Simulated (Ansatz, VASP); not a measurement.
# C in VASP and in Ansatz

```
CELL_PARAMETERS angstrom
0.00000 1.99912 3.64853
1.32372 0.00000 3.64853
1.32372 1.99912 0.00000
ATOMIC_POSITIONS crystal
C 0.16670 0.83330 0.16670
C 0.83330 0.16670 0.83330
```

Change from the starting cell: volume 9.655 Å^3 an atom, stretch along b over the lengths across it, relative to the relaxed cell 0.8724.

Alike in both runs: task single point; functional PBE; dispersion D3(BJ); k mesh 18 × 18 × 18; occupations gaussian, width 0.03 eV; no spin polarisation.

|  | VASP | Ansatz |
| --- | --- | --- |
| version | VASP 6.6.1 | Ansatz 0.2.0 |
| potentials or method | VASP PAW PBE potentials, release 64 (C), cutoff 520 eV | scalar-relativistic, plane waves, PAW |
| valence electrons in the cell | 8 | 8 |

Ansatz gave:

```
gap on the k mesh at the Fermi level (eV)                     : 0.10
least direct gap on the mesh (eV)                             : 0.14
pressure (GPa)                                                : 2.4
traceless stress, the component that is largest in VASP (GPa) : 58.88
rms of the force components (eV/Å)                            : 1.200
```

Problem. Estimate VASP's values.

Solution. gap on the k mesh at the Fermi level (eV): 0.09; least direct gap on the mesh (eV): 0.13; pressure (GPa): 2.8; traceless stress, the component that is largest in VASP (GPa): 59.26; rms of the force components (eV/Å): 1.214.

Atom by atom the forces differ by 0.014 eV/Å (rms over components).
